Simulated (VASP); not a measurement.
Set up this calculation in VASP 6.6.1, as the native input.

| Property | Result |
| --- | --- |
| Task | single point |
| Functional | PBEsol |
| Potentials or basis | VASP PAW PBE potentials, release 64 (Te) |
| Cutoff | 520 eV |
| k mesh | 7 × 7 × 5 |
| Occupations | fermi-dirac, width 0.05 eV |
| Spin | no spin polarisation |
| Dipole correction | no |
| Further INCAR settings | ALGO = Normal; EDIFF = 1e-06; NBANDS = 16 |

The structure of Te lies in POSCAR:

```
Te
1.0
    4.3938034316      0.0000000000      0.0000000000
   -2.1969017158      3.8051453911      0.0000000000
    0.0000000000      0.0000000000      5.8439361313
Te
3
Direct
    0.7310000000      0.7310000000      0.0000000000
    0.0000000000      0.2690000000      0.6666666667
    0.2690000000      0.0000000000      0.3333333333
```

These files were run (other wordings do the same):

INCAR

```
PREC = Accurate ; ENCUT = 520
EDIFF = 1E-6 ; ISMEAR = -1
SIGMA = 0.05 ; LREAL = F
LASPH = T ; NELM = 100
ALGO = Normal ; ISIF = 2
LWAVE = F ; LCHARG = F
GGA = PS ; NBANDS = 16
```

KPOINTS

```
Automatic mesh
0
Gamma
  7 7 5
```

Potentials or basis: VASP PAW PBE potentials, release 64 (Te).

Run with:

```bash
$ cat potpaw_PBE.64/Te/POTCAR > POTCAR
$ mpirun -np 1 vasp_std > vasp.out
```

It gave:

```json
{"Pressure": "1.3 GPa", "Largest force": "0.355 eV/Å", "Band gap on the k mesh": "0.57 eV (least direct gap 0.79 eV)"}
```

Caveat: semilocal functionals underestimate gaps, and a narrow one can read as zero; the PAW data sets were made with another functional, which shifts forces and pressure a little; spin-orbit coupling is left out, which moves the levels of the heavy elements.

Wall time 77 s on 1 thread of Intel Xeon 8259CL (shared host), peak memory 0.24 GiB.
